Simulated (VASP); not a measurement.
# AlTl2: relaxation of cell and atoms with PBE

AlTl2:

```
Al Tl
1.0
     5.47347    0.00000    0.00000
    -2.73674    4.74016    0.00000
     0.00000    0.00000    3.19972
Al Tl
1 2
Direct
  0.00000 0.00000 0.00000
  0.33333 0.66667 0.50000
  0.66667 0.33333 0.50000
```

The cell was generated, and may not be a known phase.

```
Program                : VASP 6.6.1
Task                   : relaxation of cell and atoms
Functional             : PBE
Potentials or basis    : VASP PAW PBE potentials, release 64 (Al, Tl_d)
Cutoff                 : 600 eV
k mesh                 : 12 × 12 × 14
Occupations            : gaussian, width 0.1 eV
Spin                   : no spin polarisation
Dipole correction      : no
Further INCAR settings : ALGO = Fast; EDIFF = 1e-06; IBRION = 2; EDIFFG = -0.01; NSW = 100; ISIF = 3
```

```yaml
Relaxed_volume: 27.91 Å³/atom
Relaxed_cell: a = 5.557 Å, b = 5.557 Å, c = 3.130 Å, α = 90.00°, β = 90.00°, γ = 120.00°
Space_group_after_relaxing_to_0.1_Å: P6/mmm (No. 191)
Energy_gained_by_relaxing: 3.8 meV/atom
Ionic_steps: 6
Pressure_after_relaxing: 0.0 GPa
Band_gap_on_the_k_mesh: zero (an odd number of electrons rules out a gap without spin polarisation)
```

The path:
```tsv
step	energy change (eV)	largest force (eV/Å)	pressure (GPa)	volume (Å³)
1	0.0000	0.0000	0.21	83.02
2	-0.0067	0.0000	0.04	83.44
3	-0.0112	0.0000	-0.17	84.08
4	-0.0112	0.0000	-0.20	84.13
5	-0.0115	0.0000	0.07	83.62
6	-0.0115	0.0000	-0.03	83.72
```

Final structure:
```cif
data_structure
_symmetry_space_group_name_H-M 'P 1'
_symmetry_Int_Tables_number 1
_cell_length_a 5.5571
_cell_length_b 5.5571
_cell_length_c 3.1304
_cell_angle_alpha 90.000
_cell_angle_beta 90.000
_cell_angle_gamma 120.000
_cell_volume 83.72
loop_
_atom_site_label
_atom_site_type_symbol
_atom_site_fract_x
_atom_site_fract_y
_atom_site_fract_z
_atom_site_occupancy
Al1 Al 0.00000 0.00000 0.00000 1
Tl1 Tl 0.33333 0.66667 0.50000 1
Tl2 Tl 0.66667 0.33333 0.50000 1
```

Levels at points of the mesh, in eV from the Fermi level:
```csv
k point,band 12,band 13,band 14,band 15,band 16,band 17
"(0.00, 0.00, 0.00)",-4.55,-3.49,-1.07,-1.07,-0.76,-0.76
"(0.50, 0.00, 0.00)",-7.52,-4.64,-2.92,2.25,2.62,3.97
"(0.00, 0.00, 0.50)",-4.24,-1.38,0.24,0.93,1.17,1.95
"(0.50, 0.00, 0.50)",-4.08,-2.56,-2.25,-0.91,0.00,0.46
```

It took 11 min on 1 thread of AMD EPYC 9R45 96-Core Processor (Zen 5), with other jobs on the host, peak memory 0.41 GiB.

Caveat: spin-orbit coupling is left out, which moves the levels of the heavy elements.
